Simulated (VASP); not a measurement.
SnO (Romarchite): single point with PBE

SnO (Romarchite):

```xyz
4
Lattice="3.8650 0.0000 0.0000 0.0000 3.8650 0.0000 0.0000 0.0000 4.9254" Properties=species:S:1:pos:R:3 pbc="T T T"
Sn    1.9325    0.0000    1.1668
Sn    0.0000    1.9325    3.7586
O     0.0000    0.0000    0.0000
O     1.9325    1.9325    0.0000
```

| Property | Result |
| --- | --- |
| Program | VASP 6.6.1 |
| Task | single point |
| Functional | PBE |
| Potentials or basis | VASP PAW PBE potentials, release 64 (Sn_d, O) |
| Cutoff | 520 eV |
| k mesh | 6 × 6 × 4 |
| Occupations | fermi-dirac, width 0.1 eV |
| Spin | no spin polarisation |
| Dipole correction | no |
| Further INCAR settings | ALGO = Normal; EDIFF = 1e-07; NBANDS = 28 |

The pressure is 0.0 GPa, the largest force is 0.104 eV/Å and the band gap on the k mesh is 0.26 eV, indirect (least direct gap 2.02 eV).

Forces on the atoms (eV/Å):
```
Sn   0.000  0.000 -0.104
Sn   0.000  0.000  0.104
O    0.000  0.000  0.000
O    0.000  0.000  0.000
```

Stress tensor (GPa, compression positive):
```
0.01 0.00 0.00
0.00 0.01 0.00
0.00 0.00 0.10
```

Levels at points of the mesh, in eV from the valence-band top:
| k point | band 16 | band 17 | band 18 | band 19 | band 20 | band 21 | band 22 | band 23 | band 24 | band 25 |
| --- | --- | --- | --- | --- | --- | --- | --- | --- | --- | --- |
| (0.00, 0.00, 0.00) | -5.84 | -3.17 | -2.88 | -2.88 | 0.00 | 2.02 | 4.38 | 4.69 | 4.69 | 5.66 |
| (0.50, 0.00, 0.00) | -4.63 | -4.48 | -4.48 | -2.47 | -2.47 | 3.13 | 3.13 | 5.83 | 5.83 | 5.88 |
| (0.50, 0.50, 0.00) | -4.74 | -2.25 | -2.25 | -1.80 | -1.80 | 0.26 | 0.26 | 4.54 | 4.54 | 7.06 |
| (0.00, 0.00, 0.50) | -3.24 | -3.24 | -2.90 | -2.90 | -1.98 | 1.75 | 3.07 | 3.07 | 3.67 | 7.90 |
| (0.50, 0.00, 0.50) | -5.07 | -4.44 | -4.44 | -1.58 | -1.58 | 2.56 | 2.56 | 5.39 | 5.39 | 6.53 |
| (0.50, 0.50, 0.50) | -5.17 | -2.52 | -2.52 | -2.25 | -2.25 | 2.46 | 2.46 | 3.95 | 3.95 | 5.53 |

Run time: 38 s on 1 thread of AMD EPYC 9R14 (Zen 4) (shared host), peak memory 0.17 GiB.

Caveat: spin-orbit coupling is left out, which moves the levels of the heavy elements. A k mesh can miss the band edges.
